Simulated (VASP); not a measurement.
# ScGaC6N6 (Fm-3m) in VASP: a series of runs

ScGaC6N6 is run at these levels: PBE; tasks: single point, relaxation of cell and atoms.

Everything below comes from runs of VASP 6.6.1. Logs are shortened: lines on timing, memory, paths and dates and some standing lists are left out, and cuts for length are marked.

**1. The cell of the first run**

Symmetry: Fm-3m, No. 225, cubic system. Conventional cell: a = 10.372 Å, b = 10.372 Å, c = 10.372 Å, α = 90.00°, β = 90.00°, γ = 90.00°. Sc (site symmetry m-3m) has 6 N at 2.12 Å within 2.8 Å. Ga (site symmetry m-3m) has 6 C at 1.90 Å within 2.5 Å. Within 1.6 Å of C (site symmetry 4mm) lie 1 N at 1.17 Å. N (site symmetry 4mm) has 1 C at 1.17 Å within 1.6 Å.

**2. Single point, PBE**

Contents of INCAR:

```
  ALGO = Normal
  EDIFF = 1E-7
  ENCUT = 520
  GGA = PE
  ISIF = 2
  ISMEAR = 0
  LASPH = True
  LCHARG = False
  LREAL = False
  LWAVE = False
  NBANDS = 52
  NELM = 60
  PREC = Accurate
  SIGMA = 0.1
```

Contents of KPOINTS:

```
k-points
0
Gamma
  4 4 4
```

Contents of POSCAR:

```
ScGaC6N6
1.0
    0.0000000000      5.1860000000      5.1860000000
    5.1860000000      0.0000000000      5.1860000000
    5.1860000000      5.1860000000      0.0000000000
Sc Ga C N
1 1 6 6
Direct
    0.5000000000      0.5000000000      0.5000000000
    0.0000000000      0.0000000000      0.0000000000
    0.8172001500      0.1827998500      0.1827998500
    0.1827998500      0.8172001500      0.1827998500
    0.1827998500      0.1827998500      0.8172001500
    0.1827998500      0.8172001500      0.8172001500
    0.8172001500      0.1827998500      0.8172001500
    0.8172001500      0.8172001500      0.1827998500
    0.7043964500      0.2956035500      0.2956035500
    0.2956035500      0.7043964500      0.2956035500
    0.2956035500      0.2956035500      0.7043964500
    0.2956035500      0.7043964500      0.7043964500
    0.7043964500      0.2956035500      0.7043964500
    0.7043964500      0.7043964500      0.2956035500
```

Potentials or basis: VASP PAW PBE potentials, release 64 (Sc_sv, Ga_d, C, N).

On the command line:

```
$ cat potpaw_PBE.64/Sc_sv/POTCAR potpaw_PBE.64/Ga_d/POTCAR potpaw_PBE.64/C/POTCAR potpaw_PBE.64/N/POTCAR > POTCAR
$ mpirun -np 1 vasp_std > vasp.out
```

OUTCAR:

```text
EDIFF = 1E-7
   ENCUT = 520
   GGA = PE
   ISIF = 2
   ISMEAR = 0
   LASPH = True
   LREAL = False
   NELM = 60
   PREC = Accurate

 ion  position               nearest neighbor table
   1  0.500  0.500  0.500-   9 2.12  10 2.12  11 2.12  12 2.12  13 2.12  14 2.12
   2  0.000  0.000  0.000-   3 1.90   4 1.90   5 1.90   6 1.90   7 1.90   8 1.90
   3  0.817  0.183  0.183-   9 1.17   2 1.90
   4  0.183  0.817  0.183-  10 1.17   2 1.90
   5  0.183  0.183  0.817-  11 1.17   2 1.90
   6  0.183  0.817  0.817-  12 1.17   2 1.90
   7  0.817  0.183  0.817-  13 1.17   2 1.90
   8  0.817  0.817  0.183-  14 1.17   2 1.90
   9  0.704  0.296  0.296-   3 1.17   1 2.12
  10  0.296  0.704  0.296-   4 1.17   1 2.12
  11  0.296  0.296  0.704-   5 1.17   1 2.12
  12  0.296  0.704  0.704-   6 1.17   1 2.12
  13  0.704  0.296  0.704-   7 1.17   1 2.12
  14  0.704  0.704  0.296-   8 1.17   1 2.12

  LATTYP: Found a face centered cubic cell.
 ALAT       =    10.3720000000

  Lattice vectors:

 A1 = (   0.0000000000,   5.1860000000,   5.1860000000)
 A2 = (   5.1860000000,   0.0000000000,   5.1860000000)
 A3 = (   5.1860000000,   5.1860000000,   0.0000000000)

Analysis of symmetry for initial positions (statically):
=====================================================================
 Subroutine PRICEL returns:
 Original cell was already a primitive cell.

 Routine SETGRP: Setting up the symmetry group for a
 face centered cubic supercell.

 Subroutine GETGRP returns: Found 48 space group operations
 (whereof 48 operations were pure point group operations)
 out of a pool of 48 trial point group operations.

The static configuration has the point symmetry O_h .

Analysis of symmetry for dynamics (positions and initial velocities):
=====================================================================
 Subroutine PRICEL returns:
 Original cell was already a primitive cell.

 Routine SETGRP: Setting up the symmetry group for a
 face centered cubic supercell.

 Subroutine GETGRP returns: Found 48 space group operations
 (whereof 48 operations were pure point group operations)
 out of a pool of 48 trial point group operations.

The dynamic configuration has the point symmetry O_h .

 Subroutine INISYM returns: Found 48 space group operations
 (whereof 48 operations are pure point group operations),
 and found     1 'primitive' translations

----------------------------------------------------------------------------------------

                                     Primitive cell

  volume of cell :     278.9507

  direct lattice vectors                    reciprocal lattice vectors
     0.000000000  5.186000000  5.186000000    -0.096413421  0.096413421  0.096413421
     5.186000000  0.000000000  5.186000000     0.096413421 -0.096413421  0.096413421
     5.186000000  5.186000000  0.000000000     0.096413421  0.096413421 -0.096413421

  length of vectors
     7.334111534  7.334111534  7.334111534     0.166992943  0.166992943  0.166992943

  position of ions in fractional coordinates (direct lattice)
     0.500000000  0.500000000  0.500000000
     0.000000000  0.000000000  0.000000000
     0.817200150  0.182799850  0.182799850
     0.182799850  0.817200150  0.182799850
     0.182799850  0.182799850  0.817200150
     0.182799850  0.817200150  0.817200150
     0.817200150  0.182799850  0.817200150
     0.817200150  0.817200150  0.182799850
     0.704396450  0.295603550  0.295603550
     0.295603550  0.704396450  0.295603550
     0.295603550  0.295603550  0.704396450
     0.295603550  0.704396450  0.704396450
     0.704396450  0.295603550  0.704396450
     0.704396450  0.704396450  0.295603550

  ion indices of the primitive-cell ions
   primitive index   ion index
                 1           1
                 2           2
                 3           3
                 4           4
                 5           5
                 6           6
                 7           7
                 8           8
                 9           9
                10          10
                11          11
[... 60 lines left out ...]

 k-point     4 :       0.2500    0.2500    0.0000
  band No.  band energies     occupation
      1     -50.1369      2.00000
      2     -28.8151      2.00000
      3     -28.8151      2.00000
      4     -28.8151      2.00000
      5     -18.7925      2.00000
      6     -18.6088      2.00000
[... 43 lines left out ...]
     50       4.1259      0.00000
     51       4.6213      0.00000

 k-point     5 :       0.5000    0.2500    0.0000
  band No.  band energies     occupation
      1     -50.1369      2.00000
      2     -28.8151      2.00000
      3     -28.8151      2.00000
      4     -28.8150      2.00000
      5     -18.7324      2.00000
      6     -18.6642      2.00000
[... 43 lines left out ...]
     50       4.4466      0.00000
     51       4.4479      0.00000

 k-point     6 :      -0.2500    0.2500    0.0000
  band No.  band energies     occupation
      1     -50.1369      2.00000
      2     -28.8151      2.00000
      3     -28.8151      2.00000
      4     -28.8150      2.00000
      5     -18.7469      2.00000
      6     -18.6544      2.00000
[... 43 lines left out ...]
     50       4.4081      0.00000
     51       4.8227      0.00000

 k-point     7 :       0.5000    0.5000    0.0000
  band No.  band energies     occupation
      1     -50.1369      2.00000
      2     -28.8151      2.00000
      3     -28.8151      2.00000
      4     -28.8150      2.00000
      5     -18.7444      2.00000
      6     -18.6379      2.00000
[... 43 lines left out ...]
     50       3.9592      0.00000
     51       4.1641      0.00000

 k-point     8 :      -0.2500    0.5000    0.2500
  band No.  band energies     occupation
      1     -50.1369      2.00000
      2     -28.8151      2.00000
      3     -28.8151      2.00000
      4     -28.8151      2.00000
      5     -18.7058      2.00000
      6     -18.6873      2.00000
[... 43 lines left out ...]
     50       4.6688      0.00000
     51       4.6700      0.00000
 [bands above 51 left out]

------------------------ aborting loop because EDIFF is reached ----------------------------------------

  FORCE on cell =-STRESS in cart. coord.  units (eV):
  Direction    XX          YY          ZZ          XY          YZ          ZX
  --------------------------------------------------------------------------------------
  -------------------------------------------------------------------------------------
  Total       20.2457088     20.2457088     20.2457088     -0.0000000      0.0000000      0.0000000
  in kB      116.2829488    116.2829488    116.2829488     -0.0000000      0.0000000      0.0000000
  external PRESSURE =     116.2829488 kB  Pullay stress =       0.0000000 kB

 VOLUME and BASIS-vectors are now :
 -----------------------------------------------------------------------------
  energy-cutoff  :      520.00
  volume of cell :      278.95
      direct lattice vectors                 reciprocal lattice vectors
     0.000000000  5.186000000  5.186000000    -0.096413421  0.096413421  0.096413421
     5.186000000  0.000000000  5.186000000     0.096413421 -0.096413421  0.096413421
     5.186000000  5.186000000  0.000000000     0.096413421  0.096413421 -0.096413421

 POSITION                                       TOTAL-FORCE (eV/Angst)
 -----------------------------------------------------------------------------------
      5.18600      5.18600      5.18600         0.000000     -0.000000     -0.000000
      0.00000      0.00000      0.00000         0.000000     -0.000000     -0.000000
      1.89600      5.18600      5.18600         4.004958     -0.000000     -0.000000
      5.18600      1.89600      5.18600         0.000000      4.004958     -0.000000
      5.18600      5.18600      1.89600         0.000000     -0.000000      4.004958
      8.47600      5.18600      5.18600        -4.004958     -0.000000     -0.000000
      5.18600      8.47600      5.18600         0.000000     -4.004958     -0.000000
      5.18600      5.18600      8.47600         0.000000     -0.000000     -4.004958
      3.06600      5.18600      5.18600        -0.879445     -0.000000     -0.000000
      5.18600      3.06600      5.18600         0.000000     -0.879445     -0.000000
      5.18600      5.18600      3.06600         0.000000     -0.000000     -0.879445
      7.30600      5.18600      5.18600         0.879445     -0.000000     -0.000000
      5.18600      7.30600      5.18600         0.000000      0.879445     -0.000000
      5.18600      5.18600      7.30600         0.000000     -0.000000      0.879445
 -----------------------------------------------------------------------------------
    total drift:                                0.000000      0.000000      0.000000

  FREE ENERGIE OF THE ION-ELECTRON SYSTEM (eV)
  ---------------------------------------------------
  free  energy   TOTEN  =      -110.4057161161 eV

  energy  without entropy=     -110.4057161161  energy(sigma->0) =     -110.40571612
```

Run time: 1.7 min. Hardware: 1 thread of AMD EPYC 9R45 (Zen 5), shared host; peak memory 0.45 GiB.

Results:

| Item | Value |
| --- | --- |
| Free energy | -110.4057 eV |
| Pressure | 11.6 GPa |
| Largest force | 4.005 eV/Å |
| Band gap on the k mesh | 2.79 eV (least direct gap 2.87 eV) |

Forces on the atoms (eV/Å):
```
Sc   0.000  0.000  0.000
Ga   0.000  0.000  0.000
C    4.005  0.000  0.000
C    0.000  4.005  0.000
C    0.000  0.000  4.005
C   -4.005  0.000  0.000
C    0.000 -4.005  0.000
C    0.000  0.000 -4.005
N   -0.879  0.000  0.000
N    0.000 -0.879  0.000
N    0.000  0.000 -0.879
N    0.879  0.000  0.000
N    0.000  0.879  0.000
N    0.000  0.000  0.879
```

Caveat: the cell stands under pressure; forces of over 1 eV/Å act on the atoms, so gaps and moduli don't describe the material at rest.

**3. Single point, PBE**

This run uses another cell than the first one, of 23.81 Å³/atom.

Contents of INCAR:

```
  PREC = Accurate
  ENCUT = 520
  EDIFF = 1E-7
  ISMEAR = 0
  SIGMA = 0.1
  LREAL = F
  LASPH = T
  NELM = 100
  ALGO = Normal
  ISIF = 2
  LWAVE = F
  LCHARG = F
  GGA = PE
  NBANDS = 52
```

Contents of KPOINTS:

```
Automatic mesh
0
Gamma
  4 4 4
```

Contents of POSCAR:

```
ScGaC6N6
1.0
    0.0000000000      5.5034535734      5.5034535734
    5.5034535734      0.0000000000      5.5034535734
    5.5034535734      5.5034535734      0.0000000000
Sc Ga C N
1 1 6 6
Direct
    0.5000000000      0.5000000000      0.5000000000
    0.0000000000      0.0000000000      0.0000000000
    0.8055884430      0.1944115570      0.1944115570
    0.1944115570      0.8055884430      0.1944115570
    0.1944115570      0.1944115570      0.8055884430
    0.1944115570      0.8055884430      0.8055884430
    0.8055884430      0.1944115570      0.8055884430
    0.8055884430      0.8055884430      0.1944115570
    0.6996848585      0.3003151415      0.3003151415
    0.3003151415      0.6996848585      0.3003151415
    0.3003151415      0.3003151415      0.6996848585
    0.3003151415      0.6996848585      0.6996848585
    0.6996848585      0.3003151415      0.6996848585
    0.6996848585      0.6996848585      0.3003151415
```

Potentials or basis: VASP PAW PBE potentials, release 64 (Sc_sv, Ga_d, C, N).

On the command line:

```
$ cat potpaw_PBE.64/Sc_sv/POTCAR potpaw_PBE.64/Ga_d/POTCAR potpaw_PBE.64/C/POTCAR potpaw_PBE.64/N/POTCAR > POTCAR
$ mpirun -np 1 vasp_std > vasp.out
```

Wall time 2.1 min (1 thread of AMD EPYC 9R45 (Zen 5), shared host); peak memory 0.51 GiB.

The run converged. Its results:

```yaml
Free_energy: -113.2042 eV
Pressure: 0.5 GPa
Largest_force: 0.403 eV/Å
Band_gap_on_the_k_mesh: 3.70 eV (least direct gap 3.79 eV)
```

Forces on the atoms (eV/Å):
```
Sc   0.000  0.000  0.000
Ga   0.000  0.000  0.000
C   -0.403  0.000  0.000
C    0.000 -0.403  0.000
C    0.000  0.000 -0.403
C    0.403  0.000  0.000
C    0.000  0.403  0.000
C    0.000  0.000  0.403
N    0.378  0.000  0.000
N    0.000  0.378  0.000
N    0.000  0.000  0.378
N   -0.378  0.000  0.000
N    0.000 -0.378  0.000
N    0.000  0.000 -0.378
```

Levels at points of the mesh, in eV from the valence-band top:
```csv
k point,band 36,band 37,band 38,band 39,band 40,band 41,band 42,band 43
"(0.00, 0.00, 0.00)",-0.94,-0.94,-0.20,-0.20,3.70,3.70,3.70,5.90
"(0.50, 0.00, 0.00)",-0.96,-0.96,0.00,0.00,4.08,4.14,4.14,5.50
"(0.50, 0.50, 0.00)",-0.94,-0.91,-0.26,-0.19,3.71,4.33,4.33,6.09
```

**4. Single point, PBE**

This run uses another cell than the first one, of 23.85 Å³/atom.

Contents of INCAR:

```
PREC = Accurate
ENCUT = 520
EDIFF = 1E-6
ISMEAR = 0
SIGMA = 0.02
LREAL = F
LASPH = T
NELM = 100
ALGO = Normal
ISIF = 2
LWAVE = F
LCHARG = F
GGA = PE
NBANDS = 52
```

KPOINTS is that of step 3.

Contents of POSCAR:

```
ScGaC6N6
1.0
    0.0000000000      5.5064735860      5.5064735860
    5.5064735860      0.0000000000      5.5064735860
    5.5064735860      5.5064735860      0.0000000000
Sc Ga C N
1 1 6 6
Direct
    0.5000000000      0.5000000000      0.5000000000
    0.0000000000      0.0000000000      0.0000000000
    0.8055394020      0.1944605980      0.1944605980
    0.1944605980      0.8055394020      0.1944605980
    0.1944605980      0.1944605980      0.8055394020
    0.1944605980      0.8055394020      0.8055394020
    0.8055394020      0.1944605980      0.8055394020
    0.8055394020      0.8055394020      0.1944605980
    0.6996897129      0.3003102871      0.3003102871
    0.3003102871      0.6996897129      0.3003102871
    0.3003102871      0.3003102871      0.6996897129
    0.3003102871      0.6996897129      0.6996897129
    0.6996897129      0.3003102871      0.6996897129
    0.6996897129      0.6996897129      0.3003102871
```

On the command line:

```
$ cat potpaw_PBE.64/Sc_sv/POTCAR potpaw_PBE.64/Ga_d/POTCAR potpaw_PBE.64/C/POTCAR potpaw_PBE.64/N/POTCAR > POTCAR
$ mpirun -np 1 vasp_std > vasp.out
```

Wall time 2 min (1 thread of AMD EPYC 9R45 (Zen 5), shared host); peak memory 0.55 GiB.

The run converged. Its results:

```
Free energy            : -113.2047 eV
Pressure               : 0.5 GPa
Largest force          : 0.413 eV/Å
Band gap on the k mesh : 3.71 eV (least direct gap 3.79 eV)
```

Forces in eV/Å, atoms in the order of the input:
```
Sc   0.000  0.000  0.000
Ga   0.000  0.000  0.000
C   -0.413  0.000  0.000
C    0.000 -0.413  0.000
C    0.000  0.000 -0.413
C    0.413  0.000  0.000
C    0.000  0.413  0.000
C    0.000  0.000  0.413
N    0.385  0.000  0.000
N    0.000  0.385  0.000
N    0.000  0.000  0.385
N   -0.385  0.000  0.000
N    0.000 -0.385  0.000
N    0.000  0.000 -0.385
```

Levels at points of the mesh, in eV from the valence-band top:
```csv
k point,band 37,band 38,band 39,band 40,band 41,band 42
"(0.00, 0.00, 0.00)",-0.94,-0.20,-0.20,3.71,3.71,3.71
"(0.50, 0.00, 0.00)",-0.96,0.00,0.00,4.08,4.14,4.14
"(0.50, 0.50, 0.00)",-0.91,-0.26,-0.19,3.71,4.33,4.33
```

**5. Relaxation of cell and atoms, PBE**

Contents of INCAR:

```
SYSTEM = ScGaC6N6
PREC = Accurate
ENCUT = 600
EDIFF = 1E-6
ISMEAR = 0
SIGMA = 0.1
LREAL = .False.
LASPH = .True.
NELM = 100
ALGO = Normal
ISIF = 3
LWAVE = .False.
LCHARG = .False.
GGA = PE
IBRION = 2
NSW = 90
EDIFFG = -0.04
```

Contents of KPOINTS:

```
regular mesh
0
Gamma
  4 4 4
  0 0 0
```

Contents of POSCAR:

```
ScGaC6N6
1.0
    0.0000000000      5.1860000000      5.1860000000
    5.1860000000      0.0000000000      5.1860000000
    5.1860000000      5.1860000000      0.0000000000
Sc Ga C N
1 1 6 6
Direct
    0.5000000000      0.5000000000      0.5000000000
    0.0000000000      0.0000000000      0.0000000000
    0.8172001500      0.1827998500      0.1827998500
    0.1827998500      0.8172001500      0.1827998500
    0.1827998500      0.1827998500      0.8172001500
    0.1827998500      0.8172001500      0.8172001500
    0.8172001500      0.1827998500      0.8172001500
    0.8172001500      0.8172001500      0.1827998500
    0.7043964500      0.2956035500      0.2956035500
    0.2956035500      0.7043964500      0.2956035500
    0.2956035500      0.2956035500      0.7043964500
    0.2956035500      0.7043964500      0.7043964500
    0.7043964500      0.2956035500      0.7043964500
    0.7043964500      0.7043964500      0.2956035500
```

On the command line:

```
$ cat potpaw_PBE.64/Sc_sv/POTCAR potpaw_PBE.64/Ga_d/POTCAR potpaw_PBE.64/C/POTCAR potpaw_PBE.64/N/POTCAR > POTCAR
$ mpirun -np 1 vasp_std > vasp.out
```

Run time: 20 min. Hardware: 1 thread of AMD EPYC 9R45 (Zen 5), shared host; peak memory 0.6 GiB.

The run converged. Its results:

- Free energy: -113.1908 eV
- Relaxed volume: 23.86 Å³/atom
- Relaxed cell: a = 7.788 Å, b = 7.788 Å, c = 7.788 Å, α = 60.00°, β = 60.00°, γ = 60.00°
- Space group after relaxing (to 0.1 Å): Fm-3m (No. 225)
- Pressure after relaxing: 0.1 GPa
- Largest force after relaxing: 0.021 eV/Å
- Band gap on the k mesh: 3.70 eV (least direct gap 3.78 eV)

Forces on the atoms (eV/Å):
```
Sc   0.000  0.000  0.000
Ga   0.000  0.000  0.000
C   -0.004  0.000  0.000
C    0.000 -0.004  0.000
C    0.000  0.000 -0.004
C    0.004  0.000  0.000
C    0.000  0.004  0.000
C    0.000  0.000  0.004
N   -0.021  0.000  0.000
N    0.000 -0.021  0.000
N    0.000  0.000 -0.021
N    0.021  0.000  0.000
N    0.000  0.021  0.000
N    0.000  0.000  0.021
```

Final structure:
```
CELL_PARAMETERS angstrom
0.00000 5.50702 5.50702
5.50702 0.00000 5.50702
5.50702 5.50702 0.00000
ATOMIC_POSITIONS crystal
Sc 0.50000 0.50000 0.50000
Ga 0.00000 0.00000 0.00000
C 0.80571 0.19429 0.19429
C 0.19429 0.80571 0.19429
C 0.19429 0.19429 0.80571
C 0.19429 0.80571 0.80571
C 0.80571 0.19429 0.80571
C 0.80571 0.80571 0.19429
N 0.69956 0.30044 0.30044
N 0.30044 0.69956 0.30044
N 0.30044 0.30044 0.69956
N 0.30044 0.69956 0.69956
N 0.69956 0.30044 0.69956
N 0.69956 0.69956 0.30044
```

Levels at points of the mesh, in eV from the valence-band top:
| k point | band 37 | band 38 | band 39 | band 40 | band 41 | band 42 |
| --- | --- | --- | --- | --- | --- | --- |
| (0.00, 0.00, 0.00) | -0.92 | -0.20 | -0.20 | 3.70 | 3.70 | 3.70 |
| (0.50, 0.00, 0.00) | -0.94 | 0.00 | 0.00 | 4.08 | 4.14 | 4.14 |
| (0.50, 0.50, 0.00) | -0.90 | -0.26 | -0.20 | 3.71 | 4.34 | 4.34 |

Caveat: the volume moved by over 15 % at a fixed basis, so the end points are rough. A k mesh can miss the band edges.

**6. Summary**

```csv
task,cell,cutoff (eV),smearing,gap on the mesh (eV),pressure (GPa),largest force (eV/Å)
single point,"a = 7.334 Å, angles 60.0°, 14 atoms, atomic positions A",520,gaussian 0.1 eV,2.79,11.6,4.00
single point,"a = 7.783 Å, angles 60.0°, 14 atoms, atomic positions B",520,gaussian 0.1 eV,3.70,0.5,0.40
single point,"a = 7.787 Å, angles 60.0°, 14 atoms, atomic positions B",520,gaussian 0.02 eV,3.71,0.5,0.41
relaxation of cell and atoms,"relaxed from a = 7.334 Å, angles 60.0°, 14 atoms, atomic positions A",600,gaussian 0.1 eV,3.70,0.1,0.02
```

Alike in all rows: level PBE; potentials or basis VASP PAW PBE potentials, release 64 (Sc_sv, Ga_d, C, N); no spin polarisation; k mesh 4 × 4 × 4.

Caveats: the cell stands under pressure (at least some runs); forces of over 1 eV/Å act on the atoms, so gaps and moduli don't describe the material at rest (at least some runs); the volume moved by over 15 % at a fixed basis, so the end points are rough (at least some runs).

Total energies depend on the potentials used, so only differences within one code and one set of settings carry meaning.
